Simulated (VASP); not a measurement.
# In3CoTe4 (a cell with a defect) in VASP: notebook

In3CoTe4 (a cell with a defect) is run at these levels: PBE+U; tasks: single point.

Program: VASP 6.6.1. These are calculated values, not measurements. Logs are shortened: lines on timing, memory, paths and dates and some standing lists are left out, and cuts for length are marked.

## Step 1: The cell of the first run

The cell holds a defect, 8 atoms: a = 6.160 Å, b = 6.160 Å, c = 6.160 Å, α = 90.00°, β = 90.00°, γ = 90.00°.

## Step 2: Single point, PBE+U, collinear spin, ferromagnetic start

INCAR

```
  ALGO = Normal
  EDIFF = 1E-6
  ENCUT = 520
  GGA = PE
  ISIF = 2
  ISMEAR = -1
  ISPIN = 2
  LASPH = T
  LCHARG = F
  LDAU = T
  LDAUJ = 0 0 0
  LDAUL = -1 -1 2
  LDAUPRINT = 1
  LDAUTYPE = 2
  LDAUU = 0 0 3.6
  LMAXMIX = 4
  LORBIT = 11
  LREAL = F
  LWAVE = F
  MAGMOM = 0 0 0 0 0 0 0 3
  NBANDS = 50
  NELM = 150
  PREC = Accurate
  SIGMA = 0.02
```

KPOINTS

```
k-points
0
Gamma
  3 3 3
```

POSCAR

```
In3CoTe4
1.0
    6.1600000000      0.0000000000      0.0000000000
    0.0000000000      6.1600000000      0.0000000000
    0.0000000000      0.0000000000      6.1600000000
In Te Co
3 4 1
Direct
    0.0000000000      0.0000000000      0.0000000000
    0.5000000000      0.0000000000      0.5000000000
    0.5000000000      0.5000000000      0.0000000000
    0.5000000000      0.0000000000      0.0000000000
    0.5000000000      0.5000000000      0.5000000000
    0.0000000000      0.0000000000      0.5000000000
    0.0000000000      0.5000000000      0.0000000000
    0.0000000000      0.5000000000      0.5000000000
```

Potentials or basis: VASP PAW PBE potentials, release 64 (In_d, Te, Co).

The run is started by

```
$ cat potpaw_PBE.64/In_d/POTCAR potpaw_PBE.64/Te/POTCAR potpaw_PBE.64/Co/POTCAR > POTCAR
$ mpirun -np 1 vasp_std > vasp.out
```

OUTCAR:

```text
EDIFF = 1E-6
   ENCUT = 520
   GGA = PE
   ISIF = 2
   ISMEAR = -1
   ISPIN = 2
   LASPH = T
   LORBIT = 11
   LREAL = F
   NELM = 150
   PREC = Accurate

 ion  position               nearest neighbor table
   1  0.000  0.000  0.000-   4 3.08   6 3.08   7 3.08   6 3.08   7 3.08   4 3.08
   2  0.500  0.000  0.500-   4 3.08   5 3.08   6 3.08   4 3.08   5 3.08   6 3.08
   3  0.500  0.500  0.000-   4 3.08   5 3.08   7 3.08   5 3.08   4 3.08   7 3.08
   4  0.500  0.000  0.000-   1 3.08   2 3.08   3 3.08   2 3.08   3 3.08   1 3.08
   5  0.500  0.500  0.500-   2 3.08   3 3.08   8 3.08   3 3.08   2 3.08   8 3.08
   6  0.000  0.000  0.500-   1 3.08   2 3.08   8 3.08   1 3.08   8 3.08   2 3.08
   7  0.000  0.500  0.000-   1 3.08   3 3.08   8 3.08   8 3.08   1 3.08   3 3.08
   8  0.000  0.500  0.500-   5 3.08   6 3.08   7 3.08   7 3.08   6 3.08   5 3.08

  LATTYP: Found a simple cubic cell.
 ALAT       =     6.1600000000

  Lattice vectors:

 A1 = (   6.1600000000,   0.0000000000,   0.0000000000)
 A2 = (   0.0000000000,   6.1600000000,   0.0000000000)
 A3 = (   0.0000000000,   0.0000000000,   6.1600000000)

Analysis of symmetry for initial positions (statically):
=====================================================================
 Subroutine PRICEL returns:
 Original cell was already a primitive cell.

 Routine SETGRP: Setting up the symmetry group for a
 simple cubic supercell.

 Subroutine GETGRP returns: Found 48 space group operations
 (whereof 16 operations were pure point group operations)
 out of a pool of 48 trial point group operations.

The static configuration has the point symmetry D_4h.
 The point group associated with its full space group is O_h .

Analysis of symmetry for dynamics (positions and initial velocities):
=====================================================================
 Subroutine PRICEL returns:
 Original cell was already a primitive cell.

 Routine SETGRP: Setting up the symmetry group for a
 simple cubic supercell.

 Subroutine GETGRP returns: Found 48 space group operations
 (whereof 16 operations were pure point group operations)
 out of a pool of 48 trial point group operations.

The dynamic configuration has the point symmetry D_4h.
 The point group associated with its full space group is O_h .

Analysis of structural, dynamic, and magnetic symmetry:
=====================================================================
 Subroutine PRICEL returns:
 Original cell was already a primitive cell.

 Routine SETGRP: Setting up the symmetry group for a
 simple cubic supercell.

 Subroutine GETGRP returns: Found 48 space group operations
 (whereof 16 operations were pure point group operations)
 out of a pool of 48 trial point group operations.

The overall configuration has the point symmetry D_4h.
 The point group associated with its full space group is O_h .

 Subroutine INISYM returns: Found 48 space group operations
 (whereof 16 operations are pure point group operations),
 and found     1 'primitive' translations

----------------------------------------------------------------------------------------

                                     Primitive cell

  volume of cell :     233.7449

  direct lattice vectors                    reciprocal lattice vectors
     6.160000000  0.000000000  0.000000000     0.162337662  0.000000000  0.000000000
     0.000000000  6.160000000  0.000000000     0.000000000  0.162337662  0.000000000
     0.000000000  0.000000000  6.160000000     0.000000000  0.000000000  0.162337662

  length of vectors
     6.160000000  6.160000000  6.160000000     0.162337662  0.162337662  0.162337662

  position of ions in fractional coordinates (direct lattice)
[... 98 lines left out ...]
   J (eV)           for each species LDAUJ =   0.0  0.0  0.0
   GGA     = PE    functional components
   LHFCALC =     F    Hartree Fock is set to
   AEXX    =    0.0000 exact exchange contribution
   IVDW    =     0    specifies the selected vdW correction
   LEPSILON=     F    determine dielectric tensor
   LRPA    =     F    only Hartree local field effects (RPA)
 spin polarized calculation
  energy-cutoff  :      520.00
  volume of cell :      233.74
 maximum number of plane-waves:      6355
 NGX is ok and might be reduce to    48
   NGX = 23   NGY = 23   NGZ = 23

atom =   8  type =  3  l = 2

 onsite density matrix

spin component  1

  0.9320 -0.0000  0.0000  0.0000 -0.0000
 -0.0000  0.9320 -0.0000 -0.0000  0.0000
  0.0000 -0.0000  0.9424 -0.0000  0.0000
  0.0000 -0.0000 -0.0000  0.9320 -0.0000
 -0.0000  0.0000  0.0000 -0.0000  0.9424

spin component  2

  0.8889  0.0000 -0.0000 -0.0000  0.0000
  0.0000  0.8889  0.0000 -0.0000 -0.0000
 -0.0000  0.0000  0.0348 -0.0000  0.0000
 -0.0000 -0.0000 -0.0000  0.8889 -0.0000
  0.0000 -0.0000  0.0000 -0.0000  0.0348

 occupancies and eigenvectors

  o =  0.0348  v =  0.0000  0.0000  0.0000  0.0000  0.0000  0.0000 -0.0000 -0.0069 -0.0000  1.0000      0.0000  0.0000  0.0000  0.0000  0.0000  0.0000  0.0000  0.0000  0.0000  0.0000
  o =  0.0348  v =  0.0000  0.0000  0.0000  0.0000  0.0000  0.0000  0.0000  1.0000 -0.0000  0.0069      0.0000  0.0000  0.0000  0.0000  0.0000  0.0000  0.0000  0.0000  0.0000  0.0000
  o =  0.8889  v =  0.0000  0.0000  0.0000  0.0000  0.0000  1.0000  0.0000  0.0000  0.0000  0.0000      0.0000  0.0000  0.0000  0.0000  0.0000  0.0000  0.0000  0.0000  0.0000  0.0000
  o =  0.8889  v =  0.0000  0.0000  0.0000  0.0000  0.0000  0.0000  0.0011 -0.0000 -1.0000  0.0000      0.0000  0.0000  0.0000  0.0000  0.0000  0.0000  0.0000  0.0000  0.0000  0.0000
  o =  0.8889  v =  0.0000  0.0000  0.0000  0.0000  0.0000  0.0000 -1.0000 -0.0000 -0.0011  0.0000      0.0000  0.0000  0.0000  0.0000  0.0000  0.0000  0.0000  0.0000  0.0000  0.0000
  o =  0.9320  v =  0.0000  0.0377  0.0000  0.9993  0.0000  0.0000  0.0000  0.0000  0.0000  0.0000      0.0000  0.0000  0.0000  0.0000  0.0000  0.0000  0.0000  0.0000  0.0000  0.0000
  o =  0.9320  v =  1.0000  0.0000  0.0000  0.0000  0.0000  0.0000  0.0000  0.0000  0.0000  0.0000      0.0000  0.0000  0.0000  0.0000  0.0000  0.0000  0.0000  0.0000  0.0000  0.0000
  o =  0.9320  v =  0.0000 -0.9993  0.0000  0.0377  0.0000  0.0000  0.0000  0.0000  0.0000  0.0000      0.0000  0.0000  0.0000  0.0000  0.0000  0.0000  0.0000  0.0000  0.0000  0.0000
  o =  0.9424  v =  0.0000  0.0000  1.0000 -0.0000 -0.0016  0.0000  0.0000  0.0000  0.0000  0.0000      0.0000  0.0000  0.0000  0.0000  0.0000  0.0000  0.0000  0.0000  0.0000  0.0000
  o =  0.9424  v =  0.0000  0.0000  0.0016 -0.0000  1.0000  0.0000  0.0000  0.0000  0.0000  0.0000      0.0000  0.0000  0.0000  0.0000  0.0000  0.0000  0.0000  0.0000  0.0000  0.0000

 number of electron      71.9999960 magnetization       2.0006532

 Free energy of the ion-electron system (eV)
  ---------------------------------------------------
  ext. energy  EPLUGINS =         0.00000000
  ---------------------------------------------------
  free energy    TOTEN  =       -26.02354036 eV

  energy without entropy =      -26.01956917  energy(sigma->0) =      -26.02155477

 E-fermi :   6.0787     XC(G=0):  -9.5323

 val. band max:        6.0230115126   @ k =   0.3333   0.3333   0.0000
 cond. band min:       6.1342483822   @ k =   0.3333   0.3333   0.0000
 fundamental gap:      0.1112368696
 Fermi energy:         6.0786647994

 spin component 1

 k-point     1 :       0.0000    0.0000    0.0000
  band No.  band energies     occupation
      1      -8.6928      1.00000
      2      -8.5864      1.00000
      3      -8.5864      1.00000
      4      -8.4991      1.00000
      5      -8.4991      1.00000
      6      -8.4883      1.00000
[... 193 lines left out ...]
     47       9.8067      0.00000
     48      10.7404      0.00000
 Fermi energy:         6.0786647994

 spin component 2

 k-point     1 :       0.0000    0.0000    0.0000
  band No.  band energies     occupation
      1      -8.6910      1.00000
      2      -8.5834      1.00000
      3      -8.5834      1.00000
      4      -8.4975      1.00000
      5      -8.4975      1.00000
      6      -8.4870      1.00000
[... 193 lines left out ...]
     47       9.9630      0.00000
     48      10.8771      0.00000
 [bands above 48 left out]

------------------------ aborting loop because EDIFF is reached ----------------------------------------

  FORCE on cell =-STRESS in cart. coord.  units (eV):
  Direction    XX          YY          ZZ          XY          YZ          ZX
  --------------------------------------------------------------------------------------
  -------------------------------------------------------------------------------------
  Total       -1.5349352     -1.5349352     -1.5349352     -0.0000000     -0.0000000      0.0000000
  in kB      -10.5210356    -10.5210356    -10.5210356     -0.0000000     -0.0000000      0.0000000
  external PRESSURE =     -10.5210356 kB  Pullay stress =       0.0000000 kB

 VOLUME and BASIS-vectors are now :
 -----------------------------------------------------------------------------
  energy-cutoff  :      520.00
  volume of cell :      233.74
      direct lattice vectors                 reciprocal lattice vectors
     6.160000000  0.000000000  0.000000000     0.162337662  0.000000000  0.000000000
     0.000000000  6.160000000  0.000000000     0.000000000  0.162337662  0.000000000
     0.000000000  0.000000000  6.160000000     0.000000000  0.000000000  0.162337662

 POSITION                                       TOTAL-FORCE (eV/Angst)
 -----------------------------------------------------------------------------------
      0.00000      0.00000      0.00000         0.000000      0.000000      0.000000
      3.08000      0.00000      3.08000         0.000000      0.000000      0.000000
      3.08000      3.08000      0.00000         0.000000      0.000000      0.000000
      3.08000      0.00000      0.00000         0.000000      0.000000      0.000000
      3.08000      3.08000      3.08000         0.000000      0.000000      0.000000
      0.00000      0.00000      3.08000         0.000000      0.000000      0.000000
      0.00000      3.08000      0.00000         0.000000      0.000000      0.000000
      0.00000      3.08000      3.08000         0.000000      0.000000      0.000000
 -----------------------------------------------------------------------------------
    total drift:                                0.000000      0.000000     -0.000000

  FREE ENERGIE OF THE ION-ELECTRON SYSTEM (eV)
  ---------------------------------------------------
  free  energy   TOTEN  =       -26.0235403617 eV

  energy  without entropy=      -26.0195691719  energy(sigma->0) =      -26.02155477

 total charge

# of ion       s       p       d       tot
------------------------------------------
    1        0.929   0.470   9.875  11.274
    2        0.929   0.470   9.875  11.274
    3        0.929   0.470   9.875  11.274
    4        1.378   1.967   0.033   3.378
    5        1.376   1.962   0.025   3.362
    6        1.376   1.962   0.025   3.362
    7        1.376   1.962   0.025   3.362
    8        0.229   0.146   7.396   7.771
--------------------------------------------------
tot          8.522   9.407  37.130  55.059

 magnetization (x)

# of ion       s       p       d       tot
------------------------------------------
    1        0.002   0.004   0.000   0.006
    2        0.002   0.004   0.000   0.006
    3        0.002   0.004   0.000   0.006
    4       -0.001   0.011  -0.000   0.011
    5        0.001  -0.016   0.001  -0.013
    6        0.001  -0.016   0.001  -0.013
    7        0.001  -0.016   0.001  -0.013
    8        0.026   0.011   1.941   1.978
--------------------------------------------------
tot          0.035  -0.015   1.946   1.967
```

Wall time 2.4 min (1 thread of Intel Xeon 6975P-C (Granite Rapids), shared host); peak memory 0.42 GiB.

What came out:

- Free energy: -26.0235 eV
- Pressure: -1.1 GPa
- Band gap on the k mesh: zero (filled and empty bands overlap)
- Net moment: 2.00 μB per cell
- Site moments: In +0.01; Te +0.01, -0.01; Co +1.98 μB
- Valence electrons inside the program's atomic spheres: In 11.27; Te 3.38, 3.36; Co 7.77

Eigenvalues of the final occupation matrices:
| site | spin | trace | eigenvalues |
| --- | --- | --- | --- |
| site 8 d | 1 | 4.68 | 0.93 0.93 0.93 0.94 0.94 |
| site 8 d | 2 | 2.74 | 0.03 0.03 0.89 0.89 0.89 |

Caveat: spin-orbit coupling is left out, which moves the levels of the heavy elements; the U is typed as a test and isn't derived for this compound. The state reached can hang on the start; a lower one may exist.

## Step 3: Single point, PBE+U, collinear spin, ferromagnetic start

INCAR

```
SYSTEM = In3CoTe4
ALGO     = Normal         ! electronic algorithm
EDIFF    = 1E-6           ! SCF threshold, eV
ENCUT    = 520            ! plane-wave cutoff, eV
GGA      = PE             ! functional
ISIF     = 2              ! what is computed and relaxed
ISMEAR   = -1             ! smearing method
ISPIN    = 2              ! spin polarisation
LASPH    = .True.         ! aspherical terms in the spheres
LCHARG   = .False.        ! write CHGCAR
LDAU     = .True.         ! DFT+U
LDAUJ    = 0 0 0        
LDAUL    = -1 -1 2        ! shell
LDAUPRINT= 1            
LDAUTYPE = 2            
LDAUU    = 0 0 3.6        ! U, eV
LMAXMIX  = 4              ! l up to which the mixer works
LORBIT   = 11             ! projections on sites
LREAL    = .False.        ! projectors in reciprocal space
LWAVE    = .False.        ! write WAVECAR
MAGMOM   = 0 0 0 0 0 0 0 0.3 ! initial moments
NBANDS   = 50             ! bands
NELM     = 150            ! most SCF steps
PREC     = Accurate       ! precision mode
SIGMA    = 0.02           ! smearing width, eV
```

KPOINTS

```
k-points
0
Gamma
  3 3 3
  0 0 0
```

POSCAR is that of step 2.

Potentials or basis: VASP PAW PBE potentials, release 64 (In_d, Te, Co).

The run is started by

```
$ cat potpaw_PBE.64/In_d/POTCAR potpaw_PBE.64/Te/POTCAR potpaw_PBE.64/Co/POTCAR > POTCAR
$ mpirun -np 1 vasp_std > vasp.out
```

It took 1.9 min on 1 thread of Intel Xeon 6975P-C (Granite Rapids), shared host; peak memory 0.42 GiB.

The run converged. Its results:

```yaml
Free_energy: -26.0235 eV
Pressure: -1.1 GPa
Band_gap_on_the_k_mesh: zero (filled and empty bands overlap)
Net_moment: 2.00 μB per cell
Site_moments: In +0.01; Te +0.01, -0.01; Co +1.98 μB
Valence_electrons_inside_the_program's_atomic_spheres: In 11.28; Te 3.38, 3.36; Co 7.77
```

Levels at points of the mesh, in eV from the Fermi level:
Spin up:
```csv
k point,band 34,band 35,band 36,band 37,band 38,band 39,band 40,band 41
"(0.00, 0.00, 0.00)",-2.00,-2.00,-2.00,-0.88,-0.88,-0.88,0.66,3.46
```
Spin down:
```
           k point  band 32  band 33  band 34  band 35  band 36  band 37  band 38  band 39
(0.00, 0.00, 0.00)    -0.88    -0.88    -0.88    -0.82    -0.82    -0.82     1.05     3.18
```

Eigenvalues of the final occupation matrices:
| site | spin | trace | eigenvalues |
| --- | --- | --- | --- |
| site 8 d | 1 | 4.68 | 0.93 0.93 0.93 0.94 0.94 |
| site 8 d | 2 | 2.74 | 0.04 0.04 0.89 0.89 0.89 |

Caveat: spin-orbit coupling is left out, which moves the levels of the heavy elements; the U is typed as a test and isn't derived for this compound.
